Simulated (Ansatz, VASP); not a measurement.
## Two plane-wave programs on GaSb

Contents of INCAR:

```
PREC = Accurate
ENCUT = 600
EDIFF = 1E-6
ISMEAR = -1
SIGMA = 0.05
LREAL = False
LASPH = True
NELM = 80
ALGO = Normal
ISIF = 3
LWAVE = False
LCHARG = False
GGA = B5
ALDAX = 1.0
AGGAX = 1.0
AGGAC = 1.0
ALDAC = 0.0
IVDW = 12
VDW_S6 = 1.0
VDW_S8 = 2.6996
VDW_A1 = 0.4298
VDW_A2 = 4.2359
IBRION = 2
NSW = 80
EDIFFG = -0.01
```

Contents of KPOINTS:

```
Automatic mesh
0
Gamma
  8 8 8
```

Contents of POSCAR:

```
GaSb
1.0
   -2.7534340000      2.7534340000      1.5907070000
    2.7534340000     -2.7534340000      1.5907070000
    2.7534340000      2.7534340000     -1.5907070000
Ga Sb
1 1
Direct
    0.2500000000      0.7500000000      0.5000000000
    0.0000000000      0.0000000000      0.0000000000
```

Input for Ansatz:

```yaml
crystal:
  lattice:
    - [-2.753434, 2.753434, 1.590707]
    - [2.753434, -2.753434, 1.590707]
    - [2.753434, 2.753434, -1.590707]
  atoms:
    - { symbol: Ga, position: [0.25, 0.75, 0.5] }
    - { symbol: Sb, position: [0.0, 0.0, 0.0] }
kpoints:
  mp_grid:
    grid: [8, 8, 8]
hamiltonian:
  xc: blyp
  dispersion: d3bj
scf:
  occupations:
    method: fermi_dirac
    width: 0.05
relax:
  cell: {}
```

Alike in both runs: task relaxation of cell and atoms; functional BLYP; dispersion D3(BJ); k mesh 8 × 8 × 8; occupations fermi-dirac, width 0.05 eV; no spin polarisation.

```csv
,VASP,Ansatz
version,VASP 6.6.1,Ansatz 0.2.0
potentials or method,"VASP PAW PBE potentials, release 64 (Ga_d, Sb)","plane waves, PAW"
plane-wave cutoff (eV),600,420
valence electrons in the cell,18,28
```

Ansatz gave:

| Quantity | Value |
| --- | --- |
| relaxed volume (Å³/atom) | 23.72 |
| relaxed cell length with the largest relative difference (Å) | 4.171 |

Question: What did VASP give for the same quantities?

Answer: Relaxed volume (Å³/atom): 23.74; relaxed cell length with the largest relative difference (Å): 4.174.

VASP's potentials were made for PBE, not for BLYP. VASP's potentials hold 18 valence electrons a cell and Ansatz's 28, so a difference there can come from the potentials and not from the codes.

Spin-orbit coupling is off throughout.
